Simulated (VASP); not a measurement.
Runs of VASP 6.6.1 on BaTiO3. The structure is that of space group Pm-3m (No. 221), or close to it. The cells are those of the table. 

```csv
task,cell,k mesh for the DOS,occupations for the DOS,gap on the mesh (eV),pressure (GPa)
single point,"a = 4.072 Å, 5 atoms",-,-,1.64,(a)
single point,"a = 3.965 Å, 5 atoms",-,-,1.80,9.3
single point,"a = 4.046 Å, 5 atoms",-,-,1.68,-1.5
single point,"a = 3.992 Å, 5 atoms",-,-,(b),5.3
```

Alike in all rows: level PBE; potentials or basis VASP PAW PBE potentials, release 64 (Ba_sv, Ti_sv, O); no spin polarisation; k mesh 8 × 8 × 8; cutoff (eV) 520; smearing gaussian 0.05 eV.

Q: Estimate the missing entries.

A: (a) -4.4; (b) 1.76.

Caveats: spin-orbit coupling is left out, which moves the levels of the heavy elements.

A k mesh can miss the band edges, and the runs leave out spin-orbit coupling on Ba.
